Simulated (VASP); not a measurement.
Input of a VASP 6.6.1 run:

INCAR

```
ALGO     = Normal         # electronic algorithm
EDIFF    = 1E-6           # SCF threshold, eV
ENCUT    = 520            # plane-wave cutoff, eV
GGA      = RP             # functional
ISIF     = 2              # what is computed and relaxed
ISMEAR   = -1             # smearing method
ISPIN    = 2              # spin polarisation
LASPH    = True           # aspherical terms in the spheres
LCHARG   = False          # write CHGCAR
LMAXMIX  = 4              # l up to which the mixer works
LORBIT   = 11             # projections on sites
LREAL    = False          # projectors in reciprocal space
LWAVE    = False          # write WAVECAR
MAGMOM   = 1              # initial moments
NBANDS   = 16             # bands
NELM     = 150            # most SCF steps
PREC     = Accurate       # precision mode
SIGMA    = 0.05           # smearing width, eV
```

File KPOINTS:

```
k-points
0
Gamma
  24 24 24
```

File POSCAR:

```
V
1.0
   -1.4896880148      1.4896880148      1.4896880148
    1.4896880148     -1.4896880148      1.4896880148
    1.4896880148      1.4896880148     -1.4896880148
V
1
Direct
    0.0000000000      0.0000000000      0.0000000000
```

Potentials or basis: VASP PAW PBE potentials, release 64 (V_sv).

Run with:

```console
$ cat potpaw_PBE.64/V_sv/POTCAR > POTCAR
$ mpirun -np 1 vasp_std > vasp.out
```

Question: Estimate the net moment.

Answer: 0.00 μB per cell.

Question: What does it give for the pressure?

Answer: 8.0 GPa.

Caveat: the cell stands under pressure; the moments typed at the start vanished in this run; the PAW data sets were made with another functional, which shifts forces and pressure a little.
